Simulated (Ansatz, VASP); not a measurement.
Two plane-wave programs on RbFe3

```
Rb Fe
1.0
     7.89978    0.00000    0.00000
    -3.94989    6.84141    0.00000
     0.00000    0.00000    3.99182
Rb Fe
2 6
Direct
  0.33333 0.66667 0.25000
  0.66667 0.33333 0.75000
  0.89969 0.79938 0.25000
  0.10031 0.89969 0.75000
  0.20062 0.10031 0.25000
  0.10031 0.20062 0.75000
  0.89969 0.10031 0.25000
  0.79938 0.89969 0.75000
```

Alike in both runs: functional PBE; k mesh 3 × 3 × 4; occupations gaussian, width 0.1 eV; collinear spin.

Ansatz relaxed the structure, and its values are those at the end. VASP's run is a single point on that final structure, the one shown.

|  | VASP | Ansatz |
| --- | --- | --- |
| version | VASP 6.6.1 | Ansatz 0.2.0 |
| potentials or method | VASP PAW PBE potentials, release 64 (Rb_sv, Fe), cutoff 520 eV | scalar-relativistic, plane waves, PAW |
| valence electrons in the cell | 66 | 114 |

```csv
,VASP,Ansatz,Ansatz less VASP
gap on the k mesh at the Fermi level (eV),none,none,-
pressure (GPa),0.0,0.0,+0.04
rms of the force components (eV/Å),0.003,0.003,0.0000
net moment per atom (μB),1.90,1.90,0.000
```

A gap of «none» marks a metal or a gap that the smearing closes. The functional is the same, so the differences come from potentials, cutoffs and numerics. VASP's potentials hold 66 valence electrons a cell and Ansatz's 114, so a difference there can come from the potentials and not from the codes.

The k mesh is coarse, so the values compare programs but aren't converged.
